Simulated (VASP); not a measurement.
# Ru (P6_3/mmc) in VASP: notebook

The runs below take Ru through single point, relaxation of cell and atoms, with PBEsol.

All numbers are computed with VASP 6.6.1; they aren't measurements. Logs are shortened: lines on timing, memory, paths and dates and some standing lists are left out, and cuts for length are marked.

### 1 The cell of the first run

Symmetry: P6_3/mmc, No. 194, hexagonal system. Conventional cell: a = 2.690 Å, b = 2.690 Å, c = 4.252 Å, α = 90.00°, β = 90.00°, γ = 120.00°. Within 3.5 Å of Ru (site symmetry -6m2) lie 12 Ru at 2.63 to 2.69 Å.

### 2 Single point, PBEsol

INCAR

```
SYSTEM = Ru
PREC = Accurate
ENCUT = 500
EDIFF = 1E-6
ISMEAR = 0
SIGMA = 0.1
LREAL = .FALSE.
LASPH = .TRUE.
NELM = 120
ALGO = Normal
ISIF = 2
LWAVE = .FALSE.
LCHARG = .FALSE.
GGA = PS
NBANDS = 21
GGA_COMPAT = .FALSE.
```

KPOINTS

```
Automatic mesh
0
G
  18 18 10
  0 0 0
```

POSCAR

```
Ru
1.0
    2.6896614238      0.0000000000      0.0000000000
   -1.3448307119      2.3293151206      0.0000000000
    0.0000000000      0.0000000000      4.2523154399
Ru
2
Direct
    0.3333333333      0.6666666667      0.2500000000
    0.6666666667      0.3333333333      0.7500000000
```

Potentials or basis: VASP PAW PBE potentials, release 64 (Ru_pv).

Command:

```bash
> cat potpaw_PBE.64/Ru_pv/POTCAR > POTCAR
> mpirun -np 1 vasp_std > vasp.out
```

OUTCAR:

```text
SYSTEM = Ru
   PREC = Accurate
   ENCUT = 500
   EDIFF = 1E-6
   ISMEAR = 0
   LREAL = .FALSE.
   LASPH = .TRUE.
   NELM = 120
   ISIF = 2
   GGA = PS

 ion  position               nearest neighbor table
   1  0.333  0.667  0.250-   2 2.63   2 2.63   2 2.63   2 2.63   2 2.63   2 2.63
   2  0.667  0.333  0.750-   1 2.63   1 2.63   1 2.63   1 2.63   1 2.63   1 2.63

  LATTYP: Found a hexagonal cell.
 ALAT       =     2.6896614238
 C/A-ratio  =     1.5809853992

  Lattice vectors:

 A1 = (   2.6896614238,   0.0000000000,   0.0000000000)
 A2 = (  -1.3448307119,   2.3293151206,   0.0000000000)
 A3 = (   0.0000000000,   0.0000000000,   4.2523154399)

Analysis of symmetry for initial positions (statically):
=====================================================================
 Subroutine PRICEL returns:
 Original cell was already a primitive cell.

 Routine SETGRP: Setting up the symmetry group for a
 hexagonal supercell.

 Subroutine GETGRP returns: Found 24 space group operations
 (whereof 12 operations were pure point group operations)
 out of a pool of 24 trial point group operations.

The static configuration has the point symmetry D_3d.
 The point group associated with its full space group is D_6h.

Analysis of symmetry for dynamics (positions and initial velocities):
=====================================================================
 Subroutine PRICEL returns:
 Original cell was already a primitive cell.

 Routine SETGRP: Setting up the symmetry group for a
 hexagonal supercell.

 Subroutine GETGRP returns: Found 24 space group operations
 (whereof 12 operations were pure point group operations)
 out of a pool of 24 trial point group operations.

The dynamic configuration has the point symmetry D_3d.
 The point group associated with its full space group is D_6h.

 Subroutine INISYM returns: Found 24 space group operations
 (whereof 12 operations are pure point group operations),
 and found     1 'primitive' translations

----------------------------------------------------------------------------------------

                                     Primitive cell

  volume of cell :      26.6410

  direct lattice vectors                    reciprocal lattice vectors
     2.689661424  0.000000000  0.000000000     0.371794008  0.214655370  0.000000000
    -1.344830712  2.329315121  0.000000000     0.000000000  0.429310741  0.000000000
     0.000000000  0.000000000  4.252315440     0.000000000  0.000000000  0.235165997

  length of vectors
     2.689661424  2.689661424  4.252315440     0.429310741  0.429310741  0.235165997

  position of ions in fractional coordinates (direct lattice)
     0.333333333  0.666666667  0.250000000
     0.666666667  0.333333333  0.750000000

  ion indices of the primitive-cell ions
   primitive index   ion index
                 1           1
                 2           2

----------------------------------------------------------------------------------------

 KPOINTS: Automatic mesh

Automatic generation of k-mesh.
 Grid dimensions read from file:
 generate k-points for:   18   18   10

 Generating k-lattice:

  Cartesian coordinates                     Fractional coordinates (reciprocal lattice)
     0.020655223  0.011925298  0.000000000     0.055555556  0.000000000  0.000000000
     0.000000000  0.023850597  0.000000000     0.000000000  0.055555556  0.000000000
     0.000000000  0.000000000  0.023516600     0.000000000  0.000000000  0.100000000

  Length of vectors
     0.023850597  0.023850597  0.023516600

  Shift w.r.t. Gamma in fractional coordinates (k-lattice)
     0.000000000  0.000000000  0.000000000

 Subroutine IBZKPT returns following result:
 ===========================================

 Found    222 irreducible k-points:

 Following reciprocal coordinates:
            Coordinates               Weight
  0.000000  0.000000  0.000000      1.000000
  0.055556 -0.000000  0.000000      6.000000
  0.111111 -0.000000  0.000000      6.000000
  0.166667 -0.000000  0.000000      6.000000
  0.222222 -0.000000  0.000000      6.000000
  0.277778 -0.000000  0.000000      6.000000
[... 16 lines left out ...]
  0.333333  0.111111  0.000000     12.000000
  0.388889  0.111111  0.000000     12.000000
 [... further k-points ...]
   k-points           NKPTS =    222   k-points in BZ     NKDIM =    222   number of bands    NBANDS=     21
   number of dos      NEDOS =    301   number of ions     NIONS =      2
   total plane-waves  NPLWV =  12800
   dimension x,y,z NGX =    20 NGY =   20 NGZ =   32
   dimension x,y,z NGXF=    40 NGYF=   40 NGZF=   64
   ions per type =               2
   NGX,Y,Z   is equivalent  to a cutoff of  12.36, 12.36, 12.51 a.u.
   NGXF,Y,Z  is equivalent  to a cutoff of  24.72, 24.72, 25.02 a.u.
 SYSTEM =  Ru
   PREC   = accura    normal or accurate (medium, high low for compatibility)
   ISTART =      0    job   : 0-new  1-cont  2-samecut
   ICHARG =      2    charge: 1-file 2-atom 10-const
   ISPIN  =      1    spin polarized calculation?
   LNONCOLLINEAR =      F non collinear calculations
   LSORBIT =      F    spin-orbit coupling
   LASPH  =      T    aspherical Exc in radial PAW
   ENCUT  =  500.0 eV  36.75 Ry    6.06 a.u.   4.90  4.90  7.75*2*pi/ulx,y,z
   NELM   =    120;   NELMIN=  2; NELMDL= -5     # of ELM steps
   EDIFF  = 0.1E-05   stopping-criterion for ELM
   LREAL  =      F    real-space projection
   EDIFFG = 0.1E-04   stopping-criterion for IOM
   NSW    =      0    number of steps for IOM
   IBRION =     -1    ionic relax: 0-MD 1-quasi-New 2-CG
   NFREE  =      0    steps in history (QN), initial steepest desc. (CG)
   ISIF   =      2    stress and relaxation
   ISYM   =      2    0-nonsym 1-usesym 2-fastsym
   POTIM  = 0.5000    time-step for ionic-motion
   TEBEG  =    0.0;   TEEND  =   0.0 temperature during run
   PSTRESS=    0.0 pullay stress
   NELECT =      28.0000    total number of electrons
   NUPDOWN=      -1.0000    fix difference up-down
   EMIN   =  10.00;   EMAX   =-10.00  energy-range for DOS
   EFERMI =   0.00;   METHOD = LEGACY
   ISMEAR =     0;   SIGMA  =   0.10  broadening in eV -4-tet -1-fermi 0-gaus
   EFERMI_NEDOS =   21; number of points for ismear=-14 and -15
   IALGO  =     38    algorithm
   IMIX   =      4    mixing-type and parameters
     AMIX     =   0.40;   BMIX     =  1.00
     AMIX_MAG =   1.60;   BMIX_MAG =  1.00
  volume/ion in A,a.u.               =      13.32        89.89
  Fermi-wavevector in a.u.,A,eV,Ry     =   1.664474  3.145400 37.694591  2.770474
  Thomas-Fermi vector in A             =   2.751012
   LORBIT       =      0    0 simple, 1 ext, 2 COOP (PROOUT), +10 PAW based schemes
   GGA     = PS    functional components
   LHFCALC =     F    Hartree Fock is set to
   AEXX    =    0.0000 exact exchange contribution
   IVDW    =     0    specifies the selected vdW correction
   LEPSILON=     F    determine dielectric tensor
   LRPA    =     F    only Hartree local field effects (RPA)
 non-spin polarized calculation
 Gauss-broadening in eV      SIGMA  =   0.10
  energy-cutoff  :      500.00
  volume of cell :       26.64
 maximum number of plane-waves:       699
 NGX is ok and might be reduce to    20
   NGX =  9   NGY =  9   NGZ = 15

 number of electron      27.9999997 magnetization

 Free energy of the ion-electron system (eV)
  ---------------------------------------------------
  ext. energy  EPLUGINS =         0.00000000
  ---------------------------------------------------
  free energy    TOTEN  =       -20.34497070 eV

  energy without entropy =      -20.33611594  energy(sigma->0) =      -20.34054332

 E-fermi :  13.0442     XC(G=0): -14.3988

 val. band max:       13.0442058695   @ k =   0.1667   0.1111   0.3000
 cond. band min:      13.0459137582   @ k =   0.4444   0.1111   0.5000
 fundamental gap:      0.0017078887
 Fermi energy:        13.0442416139

 k-point     1 :       0.0000    0.0000    0.0000
  band No.  band energies     occupation
      1     -30.6259      2.00000
      2     -29.6248      2.00000
      3     -29.6248      2.00000
      4     -29.4425      2.00000
      5     -29.4425      2.00000
      6     -29.3987      2.00000
[... 13 lines left out ...]
     20      23.3120      0.00000
     21      23.6176      0.00000

 k-point     2 :       0.0556   -0.0000    0.0000
  band No.  band energies     occupation
      1     -30.6146      2.00000
      2     -29.6490      2.00000
      3     -29.6330      2.00000
      4     -29.4678      2.00000
      5     -29.4458      2.00000
      6     -29.4040      2.00000
[... 13 lines left out ...]
     20      23.3120      0.00000
     21      23.6022      0.00000

 k-point     3 :       0.1111   -0.0000    0.0000
  band No.  band energies     occupation
      1     -30.5814      2.00000
      2     -29.7186      2.00000
      3     -29.6563      2.00000
      4     -29.5399      2.00000
      5     -29.4554      2.00000
      6     -29.4197      2.00000
[... 13 lines left out ...]
     20      23.3119      0.00000
     21      23.5529      0.00000

 k-point     4 :       0.1667   -0.0000    0.0000
  band No.  band energies     occupation
      1     -30.5282      2.00000
      2     -29.8253      2.00000
      3     -29.6908      2.00000
      4     -29.6483      2.00000
      5     -29.4710      2.00000
      6     -29.4460      2.00000
[... 13 lines left out ...]
     20      23.3119      0.00000
     21      23.4741      0.00000

 k-point     5 :       0.2222   -0.0000    0.0000
  band No.  band energies     occupation
      1     -30.4583      2.00000
      2     -29.9561      2.00000
      3     -29.7780      2.00000
      4     -29.7320      2.00000
      5     -29.4911      2.00000
      6     -29.4828      2.00000
[... 13 lines left out ...]
     20      23.3117      0.00000
     21      23.3981      0.00000
[... 382 lines left out ...]
     20      23.3113      0.00000
     21      23.3698      0.00000

 k-point    22 :       0.2778    0.1111    0.0000
  band No.  band energies     occupation
      1     -30.2635      2.00000
      2     -30.2112      2.00000
      3     -30.0671      2.00000
      4     -29.8290      2.00000
      5     -29.6002      2.00000
      6     -29.5896      2.00000
[... 13 lines left out ...]
     20      23.3101      0.00000
     21      23.3363      0.00000

 k-point    23 :       0.3333    0.1111    0.0000
  band No.  band energies     occupation
      1     -30.3105      2.00000
      2     -30.1794      2.00000
      3     -30.1341      2.00000
      4     -29.8794      2.00000
      5     -29.6586      2.00000
      6     -29.6122      2.00000
[... 13 lines left out ...]
     20      23.3111      0.00000
     21      24.0098      0.00000

 k-point    24 :       0.3889    0.1111    0.0000
  band No.  band energies     occupation
      1     -30.3750      2.00000
      2     -30.1777      2.00000
      3     -30.1112      2.00000
      4     -29.9117      2.00000
      5     -29.7100      2.00000
      6     -29.6269      2.00000
[... 13 lines left out ...]
     20      23.3096      0.00000
     21      24.3428      0.00000

 [... further k-points ...]
[... 5 lines left out ...]
  --------------------------------------------------------------------------------------
  -------------------------------------------------------------------------------------
  Total       -0.0071380     -0.0071380     -0.0070919     -0.0000000      0.0000000      0.0000000
  in kB       -0.4292733     -0.4292733     -0.4265017     -0.0000000      0.0000000      0.0000000
  external PRESSURE =      -0.4283494 kB  Pullay stress =       0.0000000 kB

 VOLUME and BASIS-vectors are now :
 -----------------------------------------------------------------------------
  energy-cutoff  :      500.00
  volume of cell :       26.64
      direct lattice vectors                 reciprocal lattice vectors
     2.689661424  0.000000000  0.000000000     0.371794008  0.214655370  0.000000000
    -1.344830712  2.329315121  0.000000000     0.000000000  0.429310741  0.000000000
     0.000000000  0.000000000  4.252315440     0.000000000  0.000000000  0.235165997

 POSITION                                       TOTAL-FORCE (eV/Angst)
 -----------------------------------------------------------------------------------
     -0.00000      1.55288      1.06308        -0.000000      0.000000      0.000000
      1.34483      0.77644      3.18924         0.000000      0.000000      0.000000
 -----------------------------------------------------------------------------------
    total drift:                               -0.000000      0.000000     -0.000000

  FREE ENERGIE OF THE ION-ELECTRON SYSTEM (eV)
  ---------------------------------------------------
  free  energy   TOTEN  =       -20.3449706957 eV

  energy  without entropy=      -20.3361159437  energy(sigma->0) =      -20.34054332
```

It took 67 s on 1 thread of Intel Xeon Platinum 8259CL at 2.50GHz (Skylake/Cascade Lake), shared host; peak memory 0.21 GiB.

Results:

* Free energy: -20.3450 eV
* Pressure: 0.0 GPa
* Band gap on the k mesh: zero (bands 14 and 15 overlap by 3.22 eV)

Caveat: the PAW data sets were made with another functional, which shifts forces and pressure a little.

### 3 Relaxation of cell and atoms, PBEsol

This run uses another cell than the first one, of 13.55 Å³/atom.

INCAR

```
ALGO = Normal ; EDIFF = 1E-7
EDIFFG = -0.002 ; ENCUT = 500
GGA = PS ; GGA_COMPAT = False
IBRION = 2 ; ISIF = 3
ISMEAR = 0 ; LASPH = True
LCHARG = False ; LREAL = False
LWAVE = False ; NELM = 120
NELMIN = 4 ; NSW = 100
PREC = Accurate ; SIGMA = 0.1
```

KPOINTS

```
k-points
0
Gamma
  18 18 10
```

POSCAR

```
Ru
1.0
    2.7078263400      0.0000000000      0.0000000000
   -1.3539131700      2.3450464000      0.0000000000
    0.0000000000      0.0000000000      4.2681017800
Ru
2
Direct
    0.3333333300      0.6666666700      0.2500000000
    0.6666666700      0.3333333300      0.7500000000
```

Potentials or basis: VASP PAW PBE potentials, release 64 (Ru_pv).

Command:

```bash
> cat potpaw_PBE.64/Ru_pv/POTCAR > POTCAR
> mpirun -np 1 vasp_std > vasp.out
```

Run time: 5.5 min. Hardware: 1 thread of Intel Xeon Platinum 8259CL at 2.50GHz (Skylake/Cascade Lake), shared host; peak memory 0.21 GiB.

The run converged. Its results:

```yaml
Free_energy: -20.3453 eV
Relaxed_volume: 13.32 Å³/atom
Relaxed_cell: a = 2.689 Å, b = 2.689 Å, c = 4.252 Å, α = 90.00°, β = 90.00°, γ = 120.00°
Space_group_after_relaxing_to_0.1_Å: P6_3/mmc (No. 194)
Energy_gained_by_relaxing: 4.4 meV/atom
Ionic_steps: 10
Pressure_after_relaxing: 0.0 GPa
Band_gap_on_the_k_mesh: zero (bands 14 and 15 overlap by 3.22 eV)
```

Step by step:
```csv
step,energy change (eV),largest force (eV/Å),pressure (GPa),volume (Å³)
1,0.0000,0.0000,-5.79,27.10
2,0.0810,0.0000,21.57,25.23
3,-0.0087,0.0000,-0.10,26.64
4,-0.0087,0.0000,0.03,26.63
5,-0.0088,0.0000,-0.03,26.63
6,-0.0088,0.0000,-0.02,26.63
7,-0.0088,0.0000,-0.01,26.63
8,-0.0088,0.0000,-0.01,26.63
9,-0.0088,0.0000,0.03,26.63
10,-0.0088,0.0000,0.00,26.63
```

Final structure:
```yaml
crystal:
  lattice:
    - [2.68933, 0.00000, 0.00000]
    - [-1.34466, 2.32903, 0.00000]
    - [0.00000, 0.00000, 4.25203]
  atoms:
    - { symbol: Ru, position: [0.33333, 0.66667, 0.25000] }
    - { symbol: Ru, position: [0.66667, 0.33333, 0.75000] }
```

Levels at points of the mesh, in eV from the Fermi level:
```csv
k point,band 12,band 13,band 14,band 15,band 16,band 17
"(0.00, 0.00, 0.00)",-1.97,-1.97,-1.43,-1.43,1.24,1.24
"(0.50, 0.00, 0.00)",-1.86,-1.56,1.49,1.93,2.01,4.17
"(0.00, 0.00, 0.50)",-2.85,-2.79,-2.79,0.58,0.58,0.58
"(0.50, 0.00, 0.50)",-1.09,0.45,0.45,1.76,1.76,3.45
```

Caveat: the PAW data sets were made with another functional, which shifts forces and pressure a little.
